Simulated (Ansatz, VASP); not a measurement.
# V in VASP and in Ansatz

```
CELL_PARAMETERS angstrom
3.46770 0.00000 0.00000
0.00000 3.46770 0.00000
0.00000 0.00000 6.34148
ATOMIC_POSITIONS crystal
V 0.50000 0.00000 0.30194
V 0.00000 0.50000 0.69806
V 0.00000 0.50000 0.30194
V 0.50000 0.00000 0.69806
V 0.00000 0.00000 0.00000
```

Alike in both runs: functional PBE; k mesh 6 × 6 × 4; occupations gaussian, width 0.1 eV; no spin polarisation.

Ansatz relaxed the structure, and its values are those at the end. VASP's run is a single point on that final structure, the one shown.

|  | VASP | Ansatz |
| --- | --- | --- |
| version | VASP 6.6.1 | Ansatz 0.2.0 |
| potentials or method | VASP PAW PBE potentials, release 64 (V_sv), cutoff 520 eV | scalar-relativistic, plane waves, PAW |
| valence electrons in the cell | 65 | 65 |

```tsv
	VASP	Ansatz	Ansatz less VASP
gap on the k mesh at the Fermi level (eV)	none	none	-
pressure (GPa)	0.3	0.1	-0.23
rms of the force components (eV/Å)	0.003	0.003	+0.0004
```

A gap of «none» marks a metal or a gap that the smearing closes.
